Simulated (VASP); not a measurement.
# TiPt3 (Pm-3m) in VASP: notebook

Aim: see how the results for TiPt3 move with the level of theory and the settings. Levels: PBE+D4, PBE. Tasks: single point, relaxation of cell and atoms.

All numbers are computed with VASP 6.6.1; they aren't measurements. Logs are shortened: lines on timing, memory, paths and dates and some standing lists are left out, and cuts for length are marked.

## 1. The cell of the first run

It takes space group Pm-3m (No. 221, cubic). The conventional cell has a = 3.915 Å, b = 3.915 Å, c = 3.915 Å, α = 90.00°, β = 90.00°, γ = 90.00°. Within 3.6 Å of Ti (site symmetry m-3m) lie 12 Pt at 2.77 Å. Pt (site symmetry 4/mmm) has 4 Ti at 2.77 Å and 8 Pt at 2.77 Å within 3.6 Å.

## 2. Single point, PBE+D4

INCAR

```
SYSTEM = TiPt3
ALGO = Normal ; EDIFF = 1E-6
ENCUT = 520 ; GGA = PE
ISIF = 2 ; ISMEAR = -1
IVDW = 13 ; LASPH = .True.
LCHARG = .False. ; LREAL = .False.
LWAVE = .False. ; NBANDS = 29
NELM = 60 ; PREC = Accurate
SIGMA = 0.1
```

KPOINTS

```
k-points
0
Gamma
  5 5 5
  0 0 0
```

POSCAR

```
TiPt3
1.0
    3.9146549713      0.0000000000      0.0000000000
    0.0000000000      3.9146549713      0.0000000000
    0.0000000000      0.0000000000      3.9146549713
Ti Pt
1 3
Direct
    0.0000000000      0.0000000000      0.0000000000
    0.0000000000      0.5000000000      0.5000000000
    0.5000000000      0.0000000000      0.5000000000
    0.5000000000      0.5000000000      0.0000000000
```

Potentials or basis: VASP PAW PBE potentials, release 64 (Ti_sv, Pt).

Launch:

```console
$ cat potpaw_PBE.64/Ti_sv/POTCAR potpaw_PBE.64/Pt/POTCAR > POTCAR
$ mpirun -np 1 vasp_std > vasp.out
```

OUTCAR:

```text
SYSTEM = TiPt3
   EDIFF = 1E-6
   ENCUT = 520
   GGA = PE
   ISIF = 2
   ISMEAR = -1
   IVDW = 13
   LASPH = .True.
   LREAL = .False.
   NELM = 60
   PREC = Accurate

 ion  position               nearest neighbor table
   1  0.000  0.000  0.000-   2 2.77   3 2.77   4 2.77   2 2.77   3 2.77   2 2.77   4 2.77   2 2.77
                             3 2.77   4 2.77   3 2.77   4 2.77
   2  0.000  0.500  0.500-   1 2.77   3 2.77   4 2.77   1 2.77   4 2.77   1 2.77   3 2.77   1 2.77
                             3 2.77   4 2.77   4 2.77   3 2.77
   3  0.500  0.000  0.500-   1 2.77   2 2.77   4 2.77   1 2.77   4 2.77   2 2.77   4 2.77   4 2.77
                             1 2.77   2 2.77   1 2.77   2 2.77
   4  0.500  0.500  0.000-   1 2.77   2 2.77   3 2.77   2 2.77   3 2.77   1 2.77   3 2.77   3 2.77
                             1 2.77   2 2.77   2 2.77   1 2.77

  LATTYP: Found a simple cubic cell.
 ALAT       =     3.9146549713

  Lattice vectors:

 A1 = (   3.9146549713,   0.0000000000,   0.0000000000)
 A2 = (   0.0000000000,   3.9146549713,   0.0000000000)
 A3 = (   0.0000000000,   0.0000000000,   3.9146549713)

Analysis of symmetry for initial positions (statically):
=====================================================================
 Subroutine PRICEL returns:
 Original cell was already a primitive cell.

 Routine SETGRP: Setting up the symmetry group for a
 simple cubic supercell.

 Subroutine GETGRP returns: Found 48 space group operations
 (whereof 48 operations were pure point group operations)
 out of a pool of 48 trial point group operations.

The static configuration has the point symmetry O_h .

Analysis of symmetry for dynamics (positions and initial velocities):
=====================================================================
 Subroutine PRICEL returns:
 Original cell was already a primitive cell.

 Routine SETGRP: Setting up the symmetry group for a
 simple cubic supercell.

 Subroutine GETGRP returns: Found 48 space group operations
 (whereof 48 operations were pure point group operations)
 out of a pool of 48 trial point group operations.

The dynamic configuration has the point symmetry O_h .

 Subroutine INISYM returns: Found 48 space group operations
 (whereof 48 operations are pure point group operations),
 and found     1 'primitive' translations

----------------------------------------------------------------------------------------

                                     Primitive cell

  volume of cell :      59.9902

  direct lattice vectors                    reciprocal lattice vectors
     3.914654971  0.000000000  0.000000000     0.255450354  0.000000000  0.000000000
     0.000000000  3.914654971  0.000000000     0.000000000  0.255450354  0.000000000
     0.000000000  0.000000000  3.914654971     0.000000000  0.000000000  0.255450354

  length of vectors
     3.914654971  3.914654971  3.914654971     0.255450354  0.255450354  0.255450354

  position of ions in fractional coordinates (direct lattice)
     0.000000000  0.000000000  0.000000000
     0.000000000  0.500000000  0.500000000
     0.500000000  0.000000000  0.500000000
     0.500000000  0.500000000  0.000000000

  ion indices of the primitive-cell ions
   primitive index   ion index
                 1           1
                 2           2
                 3           3
                 4           4

----------------------------------------------------------------------------------------

 KPOINTS: k-points

Automatic generation of k-mesh.
 Grid dimensions read from file:
 generate k-points for:    5    5    5

 Generating k-lattice:

  Cartesian coordinates                     Fractional coordinates (reciprocal lattice)
     0.051090071  0.000000000  0.000000000     0.200000000  0.000000000  0.000000000
     0.000000000  0.051090071  0.000000000     0.000000000  0.200000000  0.000000000
     0.000000000  0.000000000  0.051090071     0.000000000  0.000000000  0.200000000

  Length of vectors
     0.051090071  0.051090071  0.051090071

  Shift w.r.t. Gamma in fractional coordinates (k-lattice)
     0.000000000  0.000000000  0.000000000

 Subroutine IBZKPT returns following result:
 ===========================================

 Found     10 irreducible k-points:

 Following reciprocal coordinates:
            Coordinates               Weight
  0.000000  0.000000  0.000000      1.000000
  0.200000  0.000000  0.000000      6.000000
  0.400000  0.000000  0.000000      6.000000
  0.200000  0.200000  0.000000     12.000000
  0.400000  0.200000  0.000000     24.000000
  0.400000  0.400000  0.000000     12.000000
  0.200000  0.200000  0.200000      8.000000
  0.400000  0.200000  0.200000     24.000000
  0.400000  0.400000  0.200000     24.000000
  0.400000  0.400000  0.400000      8.000000
   k-points           NKPTS =     10   k-points in BZ     NKDIM =     10   number of bands    NBANDS=     29
   number of dos      NEDOS =    301   number of ions     NIONS =      4
   total plane-waves  NPLWV =  27000
   dimension x,y,z NGX =    30 NGY =   30 NGZ =   30
   dimension x,y,z NGXF=    60 NGYF=   60 NGZF=   60
   ions per type =               1   3
   NGX,Y,Z   is equivalent  to a cutoff of  12.74, 12.74, 12.74 a.u.
   NGXF,Y,Z  is equivalent  to a cutoff of  25.48, 25.48, 25.48 a.u.
 SYSTEM =  TiPt3
   PREC   = accura    normal or accurate (medium, high low for compatibility)
   ISTART =      0    job   : 0-new  1-cont  2-samecut
   ICHARG =      2    charge: 1-file 2-atom 10-const
   ISPIN  =      1    spin polarized calculation?
   LNONCOLLINEAR =      F non collinear calculations
   LSORBIT =      F    spin-orbit coupling
   LASPH  =      T    aspherical Exc in radial PAW
   ENCUT  =  520.0 eV  38.22 Ry    6.18 a.u.   7.28  7.28  7.28*2*pi/ulx,y,z
   NELM   =     60;   NELMIN=  2; NELMDL= -5     # of ELM steps
   EDIFF  = 0.1E-05   stopping-criterion for ELM
   LREAL  =      F    real-space projection
   EDIFFG = 0.1E-04   stopping-criterion for IOM
   NSW    =      0    number of steps for IOM
   IBRION =     -1    ionic relax: 0-MD 1-quasi-New 2-CG
   NFREE  =      0    steps in history (QN), initial steepest desc. (CG)
   ISIF   =      2    stress and relaxation
   ISYM   =      2    0-nonsym 1-usesym 2-fastsym
   POTIM  = 0.5000    time-step for ionic-motion
   TEBEG  =    0.0;   TEEND  =   0.0 temperature during run
   PSTRESS=    0.0 pullay stress
   NELECT =      42.0000    total number of electrons
   NUPDOWN=      -1.0000    fix difference up-down
   EMIN   =  10.00;   EMAX   =-10.00  energy-range for DOS
   EFERMI =   0.00;   METHOD = LEGACY
   ISMEAR =    -1;   SIGMA  =   0.10  broadening in eV -4-tet -1-fermi 0-gaus
   EFERMI_NEDOS =   21; number of points for ismear=-14 and -15
   IALGO  =     38    algorithm
   IMIX   =      4    mixing-type and parameters
     AMIX     =   0.40;   BMIX     =  1.00
     AMIX_MAG =   1.60;   BMIX_MAG =  1.00
  volume/ion in A,a.u.               =      15.00       101.21
  Fermi-wavevector in a.u.,A,eV,Ry     =   1.453665  2.747029 28.751055  2.113143
  Thomas-Fermi vector in A             =   2.570906
   LORBIT       =      0    0 simple, 1 ext, 2 COOP (PROOUT), +10 PAW based schemes
   GGA     = PE    functional components
   LHFCALC =     F    Hartree Fock is set to
   AEXX    =    0.0000 exact exchange contribution
   IVDW    =    13    specifies the selected vdW correction
   LEPSILON=     F    determine dielectric tensor
   LRPA    =     F    only Hartree local field effects (RPA)
 non-spin polarized calculation
  energy-cutoff  :      520.00
  volume of cell :       59.99
 maximum number of plane-waves:      1628
 NGX is ok and might be reduce to    30
   NGX = 15   NGY = 15   NGZ = 15

 number of electron      42.0000001 magnetization

 Free energy of the ion-electron system (eV)
  ---------------------------------------------------
  ext. energy  EPLUGINS =         0.00000000
  ---------------------------------------------------
  free energy    TOTEN  =       -29.54820414 eV

  energy without entropy =      -29.47757203  energy(sigma->0) =      -29.51288808

 E-fermi :  11.5988     XC(G=0): -13.2053

 val. band max:       11.3346632804   @ k =   0.2000   0.2000   0.2000
 cond. band min:      11.6125604540   @ k =   0.4000   0.0000   0.0000
 fundamental gap:      0.2778971736
 Fermi energy:        11.5988271070

 k-point     1 :       0.0000    0.0000    0.0000
  band No.  band energies     occupation
      1     -46.5343      2.00000
      2     -22.7509      2.00000
      3     -22.7509      2.00000
      4     -22.7509      2.00000
      5       1.5299      2.00000
      6       4.3270      2.00000
[... 21 lines left out ...]
     28      13.6348      0.00000
     29      19.8939      0.00000

 k-point     2 :       0.2000    0.0000    0.0000
  band No.  band energies     occupation
      1     -46.5337      2.00000
      2     -22.7601      2.00000
      3     -22.7523      2.00000
      4     -22.7523      2.00000
      5       2.0446      2.00000
      6       4.6400      2.00000
[... 21 lines left out ...]
     28      15.6734      0.00000
     29      19.1736      0.00000

 k-point     3 :       0.4000    0.0000    0.0000
  band No.  band energies     occupation
      1     -46.5328      2.00000
      2     -22.7750      2.00000
      3     -22.7546      2.00000
      4     -22.7546      2.00000
      5       3.3302      2.00000
      6       4.9497      2.00000
[... 21 lines left out ...]
     28      18.3358      0.00000
     29      18.4121      0.00000

 k-point     4 :       0.2000    0.2000    0.0000
  band No.  band energies     occupation
      1     -46.5332      2.00000
      2     -22.7626      2.00000
      3     -22.7577      2.00000
      4     -22.7537      2.00000
      5       2.5224      2.00000
      6       4.9460      2.00000
[... 149 lines left out ...]
     28      16.4738      0.00000
     29      17.5118      0.00000

 k-point     9 :       0.4000    0.4000    0.2000
  band No.  band energies     occupation
      1     -46.5321      2.00000
      2     -22.7688      2.00000
      3     -22.7664      2.00000
      4     -22.7597      2.00000
      5       4.4189      2.00000
      6       5.0824      2.00000
[... 21 lines left out ...]
     28      15.3212      0.00000
     29      17.9499      0.00000

 k-point    10 :       0.4000    0.4000    0.4000
  band No.  band energies     occupation
      1     -46.5321      2.00000
      2     -22.7657      2.00000
      3     -22.7629      2.00000
      4     -22.7629      2.00000
      5       4.2478      2.00000
      6       4.6030      2.00000
[... 21 lines left out ...]
     28      13.7449      0.00000
     29      17.3324      0.00000

------------------------ aborting loop because EDIFF is reached ----------------------------------------

  DFT-D4 for vdW energy calculation

  Edisp (eV):   -2.50562

  FORCE on cell =-STRESS in cart. coord.  units (eV):
  Direction    XX          YY          ZZ          XY          YZ          ZX
  --------------------------------------------------------------------------------------
  -------------------------------------------------------------------------------------
  Total      -0.14359    -0.14359    -0.14359     0.00000    -0.00000     0.00000
  in kB      -3.83488    -3.83488    -3.83488     0.00000    -0.00000     0.00000
  external pressure =       -3.83 kB  Pullay stress =        0.00 kB

 VOLUME and BASIS-vectors are now :
 -----------------------------------------------------------------------------
  energy-cutoff  :      520.00
  volume of cell :       59.99
      direct lattice vectors                 reciprocal lattice vectors
     3.914654971  0.000000000  0.000000000     0.255450354  0.000000000  0.000000000
     0.000000000  3.914654971  0.000000000     0.000000000  0.255450354  0.000000000
     0.000000000  0.000000000  3.914654971     0.000000000  0.000000000  0.255450354

 POSITION                                       TOTAL-FORCE (eV/Angst)
 -----------------------------------------------------------------------------------
      0.00000      0.00000      0.00000         0.000000      0.000000      0.000000
      0.00000      1.95733      1.95733         0.000000      0.000000      0.000000
      1.95733      0.00000      1.95733         0.000000      0.000000      0.000000
      1.95733      1.95733      0.00000         0.000000      0.000000      0.000000
 -----------------------------------------------------------------------------------
    total drift:                                0.000000      0.000000     -0.000000

  FREE ENERGIE OF THE ION-ELECTRON SYSTEM (eV)
  ---------------------------------------------------
  free  energy   TOTEN  =       -32.0538279816 eV

  energy  without entropy=      -31.9831958678  energy(sigma->0) =      -32.01851192
```

It took 13 s on 1 thread of Intel Xeon 6975P-C (Granite Rapids), shared host; peak memory 0.17 GiB.

What came out:

| Property | Result |
| --- | --- |
| Free energy | -32.0538 eV |
| Pressure | -0.4 GPa |
| Band gap on the k mesh | zero (band 21 reaches 13.01 eV, above the bottom of band 22 at 11.61 eV) |
| Dispersion energy per atom | -0.626 eV |

Caveat: spin-orbit coupling is left out, which moves the levels of the heavy elements; pairwise dispersion overbinds metals, which lowers pressure and volume.

## 3. Single point, PBE

This run uses another cell than the first one, of 15.38 Å³/atom, 1.026 times its volume.

INCAR

```
PREC = Accurate ; ENCUT = 520
EDIFF = 1E-6 ; ISMEAR = -1
SIGMA = 0.1 ; LREAL = False
LASPH = True ; NELM = 60
ALGO = Normal ; ISIF = 2
LWAVE = False ; LCHARG = False
GGA = PE ; NBANDS = 29
```

KPOINTS

```
regular mesh
0
Gamma
  5 5 5
```

POSCAR

```
TiPt3
1.0
    3.9478208603      0.0000000000      0.0000000000
    0.0000000000      3.9478208603      0.0000000000
    0.0000000000      0.0000000000      3.9478208603
Ti Pt
1 3
Direct
    0.0000000000      0.0000000000      0.0000000000
    0.0000000000      0.5000000000      0.5000000000
    0.5000000000      0.0000000000      0.5000000000
    0.5000000000      0.5000000000      0.0000000000
```

Potentials or basis: VASP PAW PBE potentials, release 64 (Ti_sv, Pt).

Launch:

```console
$ cat potpaw_PBE.64/Ti_sv/POTCAR potpaw_PBE.64/Pt/POTCAR > POTCAR
$ mpirun -np 1 vasp_std > vasp.out
```

Run time: 12 s. Hardware: 1 thread of Intel Xeon 6975P-C (Granite Rapids), shared host; peak memory 0.17 GiB.

Results (log left out):

```yaml
Free_energy: -29.5754 eV
Pressure: -0.4 GPa
Band_gap_on_the_k_mesh: zero (band 21 reaches 12.51 eV, above the bottom of band 22 at 11.17 eV)
```

Levels at points of the mesh, in eV from the Fermi level:
```
           k point  band 17  band 18  band 19  band 20  band 21  band 22  band 23  band 24  band 25  band 26
(0.00, 0.00, 0.00)    -0.51     0.02     0.02     0.02     1.36     1.36     1.64     1.64     1.64     1.96
```

Caveat: spin-orbit coupling is left out, which moves the levels of the heavy elements.

## 4. Single point, PBE

This run uses another cell than the first one, of 15.38 Å³/atom, 1.026 times its volume.

INCAR

```
PREC = Accurate ; ENCUT = 520
EDIFF = 1E-7 ; ISMEAR = -1
SIGMA = 0.1 ; LREAL = False
LASPH = True ; NELM = 100
ALGO = Normal ; ISIF = 2
LWAVE = False ; LCHARG = False
GGA = PE ; NBANDS = 29
```

KPOINTS

```
regular mesh
0
Gamma
  6 6 6
```

POSCAR

```
TiPt3
1.0
    3.9478305419      0.0000000000      0.0000000000
    0.0000000000      3.9478305419      0.0000000000
    0.0000000000      0.0000000000      3.9478305419
Ti Pt
1 3
Direct
    0.0000000000      0.0000000000      0.0000000000
    0.0000000000      0.5000000000      0.5000000000
    0.5000000000      0.0000000000      0.5000000000
    0.5000000000      0.5000000000      0.0000000000
```

Launch:

```console
$ cat potpaw_PBE.64/Ti_sv/POTCAR potpaw_PBE.64/Pt/POTCAR > POTCAR
$ mpirun -np 1 vasp_std > vasp.out
```

Run time: 21 s. Hardware: 1 thread of Intel Xeon 6975P-C (Granite Rapids), shared host; peak memory 0.18 GiB.

The run converged. Its results:

```
Free energy            : -29.5753 eV
Pressure               : -0.4 GPa
Band gap on the k mesh : zero (band 21 reaches 12.50 eV, above the bottom of band 22 at 10.71 eV)
```

Levels at points of the mesh, in eV from the Fermi level:
```tsv
k point	band 17	band 18	band 19	band 20	band 21	band 22	band 23	band 24	band 25	band 26
(0.00, 0.00, 0.00)	-0.50	0.03	0.03	0.03	1.37	1.37	1.65	1.65	1.65	1.96
(0.50, 0.00, 0.00)	-2.51	-2.51	-2.45	-1.30	-0.12	-0.12	0.04	0.52	0.78	1.93
(0.50, 0.50, 0.00)	-2.93	-2.93	-2.25	-2.17	-2.12	0.27	0.27	0.43	1.43	1.43
(0.50, 0.50, 0.50)	-0.78	-0.56	-0.56	-0.56	-0.43	-0.43	-0.43	1.17	1.17	1.17
```

Caveat: spin-orbit coupling is left out, which moves the levels of the heavy elements.

## 5. Relaxation of cell and atoms, PBE

This run uses another cell than the first one, of 14.94 Å³/atom, 0.996 times its volume.

INCAR

```
PREC = Accurate
ENCUT = 600
EDIFF = 1E-7
ISMEAR = -1
SIGMA = 0.1
LREAL = F
LASPH = T
NELM = 100
ALGO = Normal
ISIF = 3
LWAVE = F
LCHARG = F
GGA = PE
IBRION = 2
NSW = 60
EDIFFG = -0.01
```

KPOINTS

```
Automatic mesh
0
Gamma
  5 5 5
```

POSCAR

```
TiPt3
1.0
    3.9097780000      0.0000000000      0.0000000000
    0.0000000000      3.9097780000      0.0000000000
    0.0000000000      0.0000000000      3.9097780000
Ti Pt
1 3
Direct
    0.0000000000      0.0000000000      0.0000000000
    0.0000000000      0.5000000000      0.5000000000
    0.5000000000      0.0000000000      0.5000000000
    0.5000000000      0.5000000000      0.0000000000
```

Launch:

```console
$ cat potpaw_PBE.64/Ti_sv/POTCAR potpaw_PBE.64/Pt/POTCAR > POTCAR
$ mpirun -np 1 vasp_std > vasp.out
```

Run time: 34 s. Hardware: 1 thread of Intel Xeon 6975P-C (Granite Rapids), shared host; peak memory 0.19 GiB.

The run converged. Its results:

* Free energy: -29.5751 eV
* Relaxed volume: 15.36 Å³/atom
* Relaxed cell: a = 3.946 Å, b = 3.946 Å, c = 3.946 Å, α = 90.00°, β = 90.00°, γ = 90.00°
* Space group after relaxing (to 0.05 Å): Pm-3m (No. 221)
* Energy gained by relaxing: 8.9 meV/atom
* Ionic steps: 4
* Pressure after relaxing: 0.0 GPa
* Band gap on the k mesh: zero (band 21 reaches 12.53 eV, above the bottom of band 22 at 11.20 eV)

The path:
```tsv
step	energy change (eV)	largest force (eV/Å)	pressure (GPa)	volume (Å³)
1	0.0000	0.0000	7.03	59.77
2	0.1475	0.0000	-13.13	65.62
3	-0.0358	0.0000	-0.15	61.49
4	-0.0358	0.0000	-0.02	61.45
```

Final structure:
```yaml
crystal:
  lattice:
    - [3.94613, 0.00000, 0.00000]
    - [0.00000, 3.94613, 0.00000]
    - [0.00000, 0.00000, 3.94613]
  atoms:
    - { symbol: Ti, position: [0.00000, 0.00000, 0.00000] }
    - { symbol: Pt, position: [0.00000, 0.50000, 0.50000] }
    - { symbol: Pt, position: [0.50000, 0.00000, 0.50000] }
    - { symbol: Pt, position: [0.50000, 0.50000, 0.00000] }
```

Levels at points of the mesh, in eV from the Fermi level:
```
           k point  band 19  band 20  band 21  band 22  band 23  band 24
(0.00, 0.00, 0.00)     0.02     0.02     1.37     1.37     1.64     1.64
```

Caveat: spin-orbit coupling is left out, which moves the levels of the heavy elements. PBE usually gives volumes a little too large and moduli too small.

## 6. Summary

| task | level | cell | k mesh | cutoff (eV) | gap on the mesh (eV) | pressure (GPa) |
| --- | --- | --- | --- | --- | --- | --- |
| single point | PBE+D4 | a = 3.915 Å, 4 atoms | 5 × 5 × 5 | 520 | none | -0.4 |
| single point | PBE | a = 3.948 Å, 4 atoms | 5 × 5 × 5 | 520 | none | -0.4 |
| single point | PBE | a = 3.948 Å, 4 atoms | 6 × 6 × 6 | 520 | none | -0.4 |
| relaxation of cell and atoms | PBE | relaxed from a = 3.910 Å, 4 atoms | 5 × 5 × 5 | 600 | none | 0.0 |

Alike in all rows: potentials or basis VASP PAW PBE potentials, release 64 (Ti_sv, Pt); no spin polarisation; smearing fermi-dirac 0.1 eV.

Caveats: spin-orbit coupling is left out, which moves the levels of the heavy elements; pairwise dispersion overbinds metals, which lowers pressure and volume (some runs).

Absolute energies hang on the potentials; compare differences alone.
